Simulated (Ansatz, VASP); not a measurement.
# CsLi2 in VASP and in Ansatz

INCAR

```
PREC = Accurate
ENCUT = 600
EDIFF = 1E-6
ISMEAR = -1
SIGMA = 0.05
LREAL = False
LASPH = True
NELM = 80
ALGO = Fast
ISIF = 3
LWAVE = False
LCHARG = False
GGA = PE
IBRION = 2
NSW = 60
EDIFFG = -0.02
```

Contents of KPOINTS:

```
Automatic mesh
0
Gamma
  8 8 3
```

File POSCAR:

```
CsLi2
1.0
    3.9663300000      0.0000000000      0.0000000000
   -1.9831700000      3.4349500000      0.0000000000
    0.0000000000      0.0000000000     10.0283800000
Cs Li
1 2
Direct
    0.0000000000      0.0000000000      0.0000000000
    0.3333300000      0.6666700000      0.3486300000
    0.3333300000      0.6666700000      0.6513700000
```

File input.yaml:

```yaml
crystal:
  lattice:
    - [3.96633, 0.0, 0.0]
    - [-1.98317, 3.43495, 0.0]
    - [0.0, 0.0, 10.02838]
  atoms:
    - { symbol: Cs, position: [0.0, 0.0, 0.0] }
    - { symbol: Li, position: [0.33333, 0.66667, 0.34863] }
    - { symbol: Li, position: [0.33333, 0.66667, 0.65137] }
hamiltonian:
  xc: pbe
  pseudopotentials: { kind: paw }
kpoints:
  mp_grid: { grid: [8, 8, 3] }
scf:
  occupations: { method: fermi_dirac, width: 0.05 }
output:
  forces: true
  stress: true
  eigenvalues: true
  write_density: true
  write_potential: true
  elf: true
  volumetric_format: npy
relax:
  f_tol: 0.01
  max_steps: 40
  cell: { stress_tol: 0.05 }
```

Alike in both runs: task relaxation of cell and atoms; functional PBE; k mesh 8 × 8 × 3; occupations fermi-dirac, width 0.05 eV; no spin polarisation.

|  | VASP | Ansatz |
| --- | --- | --- |
| version | VASP 6.6.1 | Ansatz 0.2.0 |
| potentials or method | VASP PAW PBE potentials, release 64 (Cs_sv, Li) | Ansatz PAW |
| plane-wave cutoff (eV) | 600 | 420 |
| valence electrons in the cell | 11 | 15 |

Ansatz gave:

```
gap on the k mesh at the Fermi level, each at its own relaxed structure (eV) : none
relaxed volume (Å³/atom)                                                     : 45.48
relaxed cell length with the largest relative difference (Å)                 : 9.940
```

Estimate VASP's values.

gap on the k mesh at the Fermi level, each at its own relaxed structure (eV): none; relaxed volume (Å³/atom): 45.46; relaxed cell length with the largest relative difference (Å): 9.963.

A gap of «none» marks a metal or a gap that the smearing closes. VASP's potentials hold 11 valence electrons a cell and Ansatz's 15, so a difference there can come from the potentials and not from the codes.

Spin-orbit coupling is off throughout. Noted on Ansatz's run: the plane-wave basis is chosen anew once the cell has moved, so the energies of steps on either side of that aren't comparable.
